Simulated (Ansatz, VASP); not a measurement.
**One calculation of CdF, two programs**

The input INCAR:

```
SYSTEM = CdF
PREC = Accurate
ENCUT = 520
EDIFF = 1E-7
ISMEAR = -1
SIGMA = 0.05
LREAL = .FALSE.
LASPH = .TRUE.
NELM = 60
ALGO = Normal
ISIF = 2
LWAVE = .FALSE.
LCHARG = .FALSE.
GGA = PE
NBANDS = 16
```

The input KPOINTS:

```
regular mesh
0
G
  9 9 9
  0 0 0
```

File POSCAR:

```
CdF
1.0
    0.0000000000      2.5645103393      2.5645103393
    2.5645103393      0.0000000000      2.5645103393
    2.5645103393      2.5645103393      0.0000000000
Cd F
1 1
Direct
    0.0000000000      0.0000000000      0.0000000000
    0.5000000000      0.5000000000      0.5000000000
```

The input input.yaml:

```yaml
crystal:
  lattice:
    - [0.0, 2.5645103393, 2.5645103393]
    - [2.5645103393, 0.0, 2.5645103393]
    - [2.5645103393, 2.5645103393, 0.0]
  atoms:
    - { symbol: Cd, position: [0.0, 0.0, 0.0] }
    - { symbol: F, position: [0.5, 0.5, 0.5] }
kpoints:
  mp_grid: { grid: [9, 9, 9] }
scf:
  occupations: { method: fermi_dirac, width: 0.05 }
hamiltonian:
  xc: pbe
  pseudopotentials: { kind: all_electron, lapw: { basis_error: 0.0005 } }
output:
  forces: true
  stress: true
  eigenvalues: true
```

Change from the starting cell: volume scaled by 1.04.

Alike in both runs: task single point; functional PBE; k mesh 9 × 9 × 9; occupations fermi-dirac, width 0.05 eV; no spin polarisation.

```csv
,VASP,Ansatz
version,VASP 6.6.1,Ansatz 0.2.0
potentials or method,"VASP PAW PBE potentials, release 64 (Cd, F), cutoff 520 eV","all-electron LAPW, scalar-relativistic"
```

Ansatz gave:

| Property | Result |
| --- | --- |
| gap on the k mesh at the Fermi level (eV) | none |
| pressure (GPa) | 1.6 |

Problem. Estimate VASP's values.

Solution. gap on the k mesh at the Fermi level (eV): none; pressure (GPa): 1.8.

A gap of «none» marks a metal or a gap that the smearing closes. Ansatz ran all-electron here, and VASP with PAW potentials.
